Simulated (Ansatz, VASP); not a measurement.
# WC in VASP and in Ansatz

```
W C
1.0
     2.89841    0.00000    0.00000
    -1.44921    2.51010    0.00000
     0.00000    0.00000    2.82778
W C
1 1
Direct
  0.00000 0.00000 0.00000
  0.66667 0.33333 0.50000
```

Alike in both runs: functional PBEsol; k mesh 18 × 18 × 14; occupations gaussian, width 0.1 eV; no spin polarisation.

Ansatz relaxed the structure, and its values are those at the end. VASP's run is a single point on that final structure, the one shown.

|  | VASP | Ansatz |
| --- | --- | --- |
| version | VASP 6.6.1 | Ansatz 0.2.0 |
| potentials or method | VASP PAW PBE potentials, release 64 (W_sv, C), cutoff 520 eV | scalar-relativistic, plane waves, PAW |
| valence electrons in the cell | 18 | 18 |

|  | VASP | Ansatz | Ansatz less VASP |
| --- | --- | --- | --- |
| gap on the k mesh at the Fermi level (eV) | none | none | - |
| pressure (GPa) | 1.3 | 0.0 | -1.28 |

VASP's potentials were made for PBE, not for PBEsol. A gap of «none» marks a metal or a gap that the smearing closes. The functional is the same, so the differences come from potentials, cutoffs and numerics.

Neither program's run includes spin-orbit coupling.
